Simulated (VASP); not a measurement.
LiP2:

```xyz
6
Lattice="3.8632 0.0000 0.0000 -1.9316 3.3456 0.0000 0.0000 0.0000 12.8260" Properties=species:S:1:pos:R:3 pbc="T T T"
Li    0.0000    0.0000    8.9942
Li    0.0000    0.0000    3.8318
P     1.9316    1.1152    7.9880
P     0.0000    0.0000   11.2510
P     0.0000    2.2304    4.8380
P     0.0000    0.0000    1.5750
```

| Property | Result |
| --- | --- |
| Program | VASP 6.6.1 |
| Task | relaxation of cell and atoms |
| Functional | PBE |
| Dispersion | D3(BJ) |
| Potentials or basis | VASP PAW PBE potentials, release 64 (Li_sv, P) |
| Cutoff | 600 eV |
| k mesh | 6 × 6 × 2 |
| Occupations | gaussian, width 0.1 eV |
| Spin | no spin polarisation |

At the start: pressure -6.9 GPa; volume 27.63 Å³/atom.

Question: How do energy, volume and symmetry change on relaxing?

Answer: Over 29 steps the energy falls by 1513.7 meV/atom and the volume is 16.35 Å³/atom (-40.8 %); space group P-3m1 (No. 164, to 0.1 Å) before and after.

The path:
| step | energy change (eV) | largest force (eV/Å) | pressure (GPa) | volume (Å³) |
| --- | --- | --- | --- | --- |
| 1 | 0.0000 | 2.1093 | -6.88 | 165.77 |
| 2 | -1.7726 | 2.9118 | -6.84 | 138.89 |
| 3 | -1.4357 | 6.7830 | 35.80 | 75.89 |
| 4 | -2.7933 | 3.2958 | -3.70 | 117.94 |
| 5 | -3.6055 | 4.3612 | 5.23 | 95.39 |
| 6 | -4.2564 | 4.8154 | 10.17 | 89.63 |
| 7 | -4.3385 | 5.3513 | 15.45 | 86.15 |
| 8 | -5.1016 | 5.2329 | 16.10 | 84.93 |
| 9 | -5.9678 | 13.9791 | 25.79 | 81.29 |
| 10 | -6.7048 | 12.4677 | 23.97 | 81.45 |
| 11 | -7.7893 | 7.6949 | 22.81 | 81.87 |
| 12 | -8.2287 | 5.1178 | 17.90 | 83.03 |
| 13 | -8.7372 | 1.1981 | 6.70 | 86.56 |
| 14 | -8.7413 | 1.4043 | 5.97 | 86.88 |
| 15 | -8.7787 | 1.2173 | 5.61 | 87.37 |
| 16 | -8.8717 | 0.8482 | 4.68 | 88.85 |
| 17 | -8.9834 | 0.4871 | 3.02 | 91.85 |
| 18 | -8.8485 | 2.3163 | 0.93 | 98.04 |
| 19 | -8.9974 | 0.6776 | 2.42 | 93.31 |
| 20 | -9.0343 | 0.4050 | 1.69 | 94.80 |
| 21 | -9.0665 | 0.2890 | 0.50 | 97.57 |
| 22 | -9.0670 | 0.3287 | 0.34 | 98.03 |
| 23 | -9.0735 | 0.0935 | -0.21 | 98.41 |
| 24 | -9.0749 | 0.1060 | -0.60 | 98.69 |
| 25 | -9.0798 | 0.0647 | -0.37 | 98.54 |
| 26 | -9.0813 | 0.0740 | -0.16 | 98.40 |
| 27 | -9.0819 | 0.0456 | -0.08 | 98.25 |
| 28 | -9.0819 | 0.0451 | -0.06 | 98.21 |
| 29 | -9.0820 | 0.0305 | 0.02 | 98.12 |

Final structure:
```
Li P
1.0
     3.11681    0.00000    0.00000
    -1.55840    2.69924    0.00000
     0.00000    0.00000   11.66233
Li P
2 4
Direct
  0.00000 0.00000 0.71425
  0.00000 0.00000 0.28575
  0.66667 0.33333 0.55793
  0.00000 0.00000 0.91414
  0.33333 0.66667 0.44207
  0.00000 0.00000 0.08586
```

Caveat: the cutoff is under 1.25 times the usual one of these potentials, so pressure, stress and relaxed cells hold a basis-set (Pulay) error; the volume moved by over 15 % at a fixed basis, so the end points are rough.
